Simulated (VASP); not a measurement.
# MgO (P3m1) in VASP: a series of runs

The runs below take MgO through single point, with LDA.

Program: VASP 6.6.1. These are calculated values, not measurements. Logs are shortened: lines on timing, memory, paths and dates and some standing lists are left out, and cuts for length are marked.

### 1 The cell of the first run

Symmetry: P3m1, No. 156, trigonal system. Conventional cell: a = 2.942 Å, b = 2.942 Å, c = 15.215 Å, α = 90.00°, β = 90.00°, γ = 120.00°. Within 2.8 Å of Mg (site symmetry 3m) lie 6 O at 2.08 Å. Within 2.8 Å of Mg (site symmetry 3m) lie 6 O at 2.08 Å. Mg (site symmetry 3m) has 6 O at 2.08 Å within 2.8 Å. Mg (site symmetry 3m) has 6 O at 2.08 Å within 2.8 Å. Mg (site symmetry 3m) has 6 O at 2.08 Å within 2.8 Å. Within 2.8 Å of Mg (site symmetry 3m) lie 6 O at 2.08 to 2.63 Å. Within 2.8 Å of O (site symmetry 3m) lie 6 Mg at 2.08 Å. O (site symmetry 3m) has 6 Mg at 2.08 Å within 2.8 Å.

### 2 Single point, LDA

Contents of INCAR:

```
ALGO     = Normal         # electronic algorithm
EDIFF    = 1E-6           # SCF threshold, eV
ENCUT    = 840            # plane-wave cutoff, eV
GGA_COMPAT= False        
ISIF     = 2              # what is computed and relaxed
ISMEAR   = 0              # smearing method
LASPH    = True           # aspherical terms in the spheres
LCHARG   = False          # write CHGCAR
LREAL    = False          # projectors in reciprocal space
LWAVE    = False          # write WAVECAR
NBANDS   = 60             # bands
NELM     = 120            # most SCF steps
PREC     = Accurate       # precision mode
SIGMA    = 0.05           # smearing width, eV
```

Contents of KPOINTS:

```
k-points
0
Gamma
  9 9 2
```

Contents of POSCAR:

```
MgO
1.0
    2.0806186598     -2.0806186598      0.0000000000
    2.0806186598      0.0000000000     -2.0806186598
    8.7843548545      8.7843548545      8.7843548545
Mg O
6 6
Direct
    1.0000000000      0.0000000000      0.3552825496
    0.3333333333      0.3333333333      0.1973791942
    0.6666666667      0.6666666667      0.5131859050
    1.0000000000      1.0000000000      0.8289926158
    0.3333333333      0.3333333333      0.6710892604
    0.6666666667      0.6666666667      0.0394758388
    0.6666666667      0.6666666667      0.2763308719
    0.0000000000      0.0000000000      0.1184275165
    0.3333333333      0.3333333333      0.4342342273
    0.6666666667      0.6666666667      0.7500409381
    1.0000000000      1.0000000000      0.5921375827
    0.3333333333      0.3333333333      0.9079442935
```

Potentials or basis: VASP PAW LDA potentials, release 64 (Mg_sv, O).

Command:

```
$ cat potpaw_LDA.64/Mg_sv/POTCAR potpaw_LDA.64/O/POTCAR > POTCAR
$ mpirun -np 1 vasp_std > vasp.out
```

OUTCAR:

```text
EDIFF = 1E-6
   ENCUT = 840
   ISIF = 2
   ISMEAR = 0
   LASPH = True
   LREAL = False
   NELM = 120
   PREC = Accurate

 ion  position               nearest neighbor table
   1  0.000  0.000  0.355-   7 2.08   9 2.08   7 2.08   7 2.08   9 2.08   9 2.08
   2  0.333  0.333  0.197-   7 2.08   7 2.08   8 2.08   8 2.08   8 2.08   7 2.08
   3  0.667  0.667  0.513-   9 2.08   9 2.08  11 2.08  11 2.08  11 2.08   9 2.08
   4  0.000  0.000  0.829-  10 2.08  12 2.08  10 2.08  10 2.08  12 2.08  12 2.08
   5  0.333  0.333  0.671-  10 2.08  10 2.08  11 2.08  11 2.08  11 2.08  10 2.08
   6  0.667  0.667  0.039-   8 2.08   8 2.08   8 2.08
   7  0.667  0.667  0.276-   2 2.08   2 2.08   1 2.08   1 2.08   1 2.08   2 2.08
   8  0.000  0.000  0.118-   6 2.08   2 2.08   6 2.08   6 2.08   2 2.08   2 2.08
   9  0.333  0.333  0.434-   3 2.08   3 2.08   1 2.08   1 2.08   1 2.08   3 2.08
  10  0.667  0.667  0.750-   5 2.08   5 2.08   4 2.08   4 2.08   4 2.08   5 2.08
  11  0.000  0.000  0.592-   3 2.08   5 2.08   3 2.08   3 2.08   5 2.08   5 2.08
  12  0.333  0.333  0.908-   4 2.08   4 2.08   4 2.08

  LATTYP: Found a hexagonal cell.
 ALAT       =     2.9424391268
 C/A-ratio  =     5.1708627652

  Lattice vectors:

 A1 = (  -2.0806186598,   0.0000000000,   2.0806186598)
 A2 = (   2.0806186598,  -2.0806186598,   0.0000000000)
 A3 = (   8.7843548545,   8.7843548545,   8.7843548545)

Analysis of symmetry for initial positions (statically):
=====================================================================
 Subroutine PRICEL returns:
 Original cell was already a primitive cell.

 Routine SETGRP: Setting up the symmetry group for a
 hexagonal supercell.

 Subroutine GETGRP returns: Found  6 space group operations
 (whereof  6 operations were pure point group operations)
 out of a pool of 24 trial point group operations.

The static configuration has the point symmetry C_3v.

Analysis of symmetry for dynamics (positions and initial velocities):
=====================================================================
 Subroutine PRICEL returns:
 Original cell was already a primitive cell.

 Routine SETGRP: Setting up the symmetry group for a
 hexagonal supercell.

 Subroutine GETGRP returns: Found  6 space group operations
 (whereof  6 operations were pure point group operations)
 out of a pool of 24 trial point group operations.

The dynamic configuration has the point symmetry C_3v.
[... 127 lines left out ...]
   TEBEG  =    0.0;   TEEND  =   0.0 temperature during run
   PSTRESS=    0.0 pullay stress
   NELECT =      96.0000    total number of electrons
   NUPDOWN=      -1.0000    fix difference up-down
   EMIN   =  10.00;   EMAX   =-10.00  energy-range for DOS
   EFERMI =   0.00;   METHOD = LEGACY
   ISMEAR =     0;   SIGMA  =   0.05  broadening in eV -4-tet -1-fermi 0-gaus
   EFERMI_NEDOS =   21; number of points for ismear=-14 and -15
   IALGO  =     38    algorithm
   IMIX   =      4    mixing-type and parameters
     AMIX     =   0.40;   BMIX     =  1.00
     AMIX_MAG =   1.60;   BMIX_MAG =  1.00
  volume/ion in A,a.u.               =       9.51        64.16
  Fermi-wavevector in a.u.,A,eV,Ry     =   1.545586  2.920734 32.502093  2.388836
  Thomas-Fermi vector in A             =   2.650944
   LORBIT       =      0    0 simple, 1 ext, 2 COOP (PROOUT), +10 PAW based schemes
   GGA     = CA    functional components
   LHFCALC =     F    Hartree Fock is set to
   AEXX    =    0.0000 exact exchange contribution
   IVDW    =     0    specifies the selected vdW correction
   LEPSILON=     F    determine dielectric tensor
   LRPA    =     F    only Hartree local field effects (RPA)
 non-spin polarized calculation
 Gauss-broadening in eV      SIGMA  =   0.05
  energy-cutoff  :      840.00
  volume of cell :      114.08
 maximum number of plane-waves:      6336
   NGX = 13   NGY = 13   NGZ = 71

 number of electron      95.9999999 magnetization

 Free energy of the ion-electron system (eV)
  ---------------------------------------------------
  ext. energy  EPLUGINS =         0.00000000
  ---------------------------------------------------
  free energy    TOTEN  =       -77.20889187 eV

  energy without entropy =      -77.20889187  energy(sigma->0) =      -77.20889187

 E-fermi :   5.4392     XC(G=0): -11.8262

 val. band max:        5.1387736950   @ k =   0.0000   0.0000   0.5000
 cond. band min:       5.6956236335   @ k =   0.0000   0.0000   0.0000
 fundamental gap:      0.5568499386
 Fermi energy:         5.4392016376

 k-point     1 :       0.0000    0.0000    0.0000
  band No.  band energies     occupation
      1     -70.6907      2.00000
      2     -70.4128      2.00000
      3     -69.6028      2.00000
      4     -68.7920      2.00000
      5     -67.9778      2.00000
      6     -66.8695      2.00000
[... 1501 lines left out ...]
     59      14.3488      0.00000
     60      14.3644      0.00000

------------------------ aborting loop because EDIFF is reached ----------------------------------------

  FORCE on cell =-STRESS in cart. coord.  units (eV):
  Direction    XX          YY          ZZ          XY          YZ          ZX
  --------------------------------------------------------------------------------------
  -------------------------------------------------------------------------------------
  Total       -2.1663686     -2.1663686     -2.1663686     -3.7721430     -3.7721430     -3.7721430
  in kB      -30.4247375    -30.4247375    -30.4247375    -52.9764223    -52.9764223    -52.9764223
  external PRESSURE =     -30.4247375 kB  Pullay stress =       0.0000000 kB

 VOLUME and BASIS-vectors are now :
 -----------------------------------------------------------------------------
  energy-cutoff  :      840.00
  volume of cell :      114.08
      direct lattice vectors                 reciprocal lattice vectors
     2.080618660 -2.080618660  0.000000000     0.160208759 -0.320417518  0.160208759
     2.080618660  0.000000000 -2.080618660     0.160208759  0.160208759 -0.320417518
     8.784354855  8.784354855  8.784354855     0.037946251  0.037946251  0.037946251

 POSITION                                       TOTAL-FORCE (eV/Angst)
 -----------------------------------------------------------------------------------
      3.12093      3.12093      3.12093         0.383679      0.383679      0.383679
      3.12093      1.04031      1.04031         0.374737      0.374737      0.374737
      7.28217      3.12093      3.12093         0.382511      0.382511      0.382511
      7.28217      7.28217      7.28217         1.158802      1.158802      1.158802
      7.28217      5.20155      5.20155         0.385202      0.385202      0.385202
      3.12093     -1.04031     -1.04031        -2.149638     -2.149638     -2.149638
      5.20155      1.04031      1.04031        -0.380521     -0.380521     -0.380521
      1.04031      1.04031      1.04031        -0.361974     -0.361974     -0.361974
      5.20155      3.12093      3.12093        -0.382872     -0.382872     -0.382872
      9.36278      5.20155      5.20155        -0.394909     -0.394909     -0.394909
      5.20155      5.20155      5.20155        -0.384783     -0.384783     -0.384783
      9.36278      7.28217      7.28217         1.369766      1.369766      1.369766
 -----------------------------------------------------------------------------------
    total drift:                               -0.000226     -0.000226     -0.000226

  FREE ENERGIE OF THE ION-ELECTRON SYSTEM (eV)
  ---------------------------------------------------
  free  energy   TOTEN  =       -77.2088918685 eV

  energy  without entropy=      -77.2088918685  energy(sigma->0) =      -77.20889187
```

OSZICAR:

```text
N       E                     dE             d eps       ncg     rms          rms(c)
DAV:   1     0.155337957256E+04    0.15534E+04   -0.79630E+04  2928   0.267E+03
DAV:   2     0.581490059119E+02   -0.14952E+04   -0.14440E+04  3124   0.762E+02
DAV:   3    -0.669940037004E+02   -0.12514E+03   -0.12430E+03  3720   0.195E+02
DAV:   4    -0.863151326547E+02   -0.19321E+02   -0.19151E+02  4416   0.574E+01
DAV:   5    -0.879680678726E+02   -0.16529E+01   -0.16523E+01  3588   0.135E+01    0.212E+01
DAV:   6    -0.775948647221E+02    0.10373E+02   -0.34586E+01  3368   0.268E+01    0.768E+00
DAV:   7    -0.774512087500E+02    0.14366E+00   -0.32894E+00  3552   0.727E+00    0.409E+00
DAV:   8    -0.772360806413E+02    0.21513E+00   -0.46363E-01  3452   0.367E+00    0.103E+00
DAV:   9    -0.772103524775E+02    0.25728E-01   -0.64391E-02  3740   0.131E+00    0.293E-01
DAV:  10    -0.772091938449E+02    0.11586E-02   -0.11356E-02  3880   0.490E-01    0.142E-01
DAV:  11    -0.772089627426E+02    0.23110E-03   -0.12201E-03  3480   0.190E-01    0.643E-02
DAV:  12    -0.772089224933E+02    0.40249E-04   -0.26717E-04  3432   0.847E-02    0.232E-02
DAV:  13    -0.772088952523E+02    0.27241E-04   -0.46334E-05  3816   0.496E-02    0.122E-02
DAV:  14    -0.772088923366E+02    0.29157E-05   -0.23044E-05  3220   0.209E-02    0.499E-03
DAV:  15    -0.772088918685E+02    0.46808E-06   -0.45750E-06  2880   0.113E-02
   1 F= -.77208892E+02 E0= -.77208892E+02  d E =-.658631E-15
```

Wall time 3.6 min (1 thread of Intel Xeon 6975P-C (Granite Rapids), shared host); peak memory 0.39 GiB.

What came out:

| Property | Result |
| --- | --- |
| Free energy | -77.2089 eV |
| Pressure | -3.0 GPa |
| Largest force | 3.723 eV/Å |
| Band gap on the k mesh | 0.56 eV |

Forces on the atoms (eV/Å):
```
Mg   0.384  0.384  0.384
Mg   0.375  0.375  0.375
Mg   0.383  0.383  0.383
Mg   1.159  1.159  1.159
Mg   0.385  0.385  0.385
Mg  -2.150 -2.150 -2.150
O   -0.381 -0.381 -0.381
O   -0.362 -0.362 -0.362
O   -0.383 -0.383 -0.383
O   -0.395 -0.395 -0.395
O   -0.385 -0.385 -0.385
O    1.370  1.370  1.370
```

Stress tensor (GPa, compression positive):
```
-3.04 -5.30 -5.30
-5.30 -3.04 -5.30
-5.30 -5.30 -3.04
```

Levels at points of the mesh, in eV from the valence-band top:
| k point | band 44 | band 45 | band 46 | band 47 | band 48 | band 49 | band 50 | band 51 | band 52 | band 53 |
| --- | --- | --- | --- | --- | --- | --- | --- | --- | --- | --- |
| (0.00, 0.00, 0.00) | -2.40 | -1.84 | -1.84 | 0.00 | 0.00 | 0.56 | 2.60 | 3.47 | 4.09 | 4.86 |
| (0.00, 0.00, 0.50) | -2.58 | -1.84 | -1.84 | 0.00 | 0.00 | 0.65 | 2.39 | 3.82 | 3.93 | 4.80 |

Caveat: the cell stands under tension; semilocal functionals underestimate gaps, and a narrow one can read as zero; forces of over 1 eV/Å act on the atoms, so gaps and moduli don't describe the material at rest.

(Part 1 of 2 ends here.)
